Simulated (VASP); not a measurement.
Wanted: the native input for a VASP 6.6.1 run.

* Task: relaxation of cell and atoms
* Functional: PBE
* Potentials or basis: VASP PAW PBE potentials, release 64 (Yb, N)
* Cutoff: 600 eV
* k mesh: 11 × 11 × 11
* Occupations: fermi-dirac, width 0.08 eV
* Spin: no spin polarisation
* Dipole correction: no
* Further INCAR settings: ALGO = Normal; EDIFF = 1e-07; IBRION = 2; EDIFFG = -0.005; NSW = 100; ISIF = 3

The structure of YbN (zincblende type) lies in POSCAR:

```
YbN
1.0
    0.0000000000      2.5881974019      2.5881974019
    2.5881974019      0.0000000000      2.5881974019
    2.5881974019      2.5881974019      0.0000000000
Yb N
1 1
Direct
    0.0000000000      0.0000000000      0.0000000000
    0.2500000000      0.2500000000      0.2500000000
```

One way to write it, as run:

INCAR

```
ALGO = Normal
EDIFF = 1E-7
EDIFFG = -0.005
ENCUT = 600
GGA = PE
IBRION = 2
ISIF = 3
ISMEAR = -1
LASPH = T
LCHARG = F
LREAL = F
LWAVE = F
NELM = 80
NSW = 100
PREC = Accurate
SIGMA = 0.08
```

KPOINTS

```
k-points
0
Gamma
  11 11 11
```

Potentials or basis: VASP PAW PBE potentials, release 64 (Yb, N).

Launch:

```bash
$ cat potpaw_PBE.64/Yb/POTCAR potpaw_PBE.64/N/POTCAR > POTCAR
$ mpirun -np 1 vasp_std > vasp.out
```

Results of the run:

| Item | Value |
| --- | --- |
| Relaxed volume | 17.46 Å³/atom |
| Relaxed cell | a = 3.669 Å, b = 3.669 Å, c = 3.669 Å, α = 60.00°, β = 60.00°, γ = 60.00° |
| Space group after relaxing (to 0.1 Å) | F-43m (No. 216) |
| Energy gained by relaxing | 0.3 meV/atom |
| Ionic steps | 6 |
| Pressure after relaxing | 0.0 GPa |
| Band gap on the k mesh | zero (an odd number of electrons rules out a gap without spin polarisation) |

Caveat: spin-orbit coupling is left out, which moves the levels of the heavy elements; an odd number of electrons without spin polarisation forces a metal; a magnetic or distorted state may lie lower.

Wall time 3.9 min on 1 thread of Intel(R) Xeon(R) Platinum 8488C (Sapphire Rapids), with other jobs on the host, peak memory 0.22 GiB.
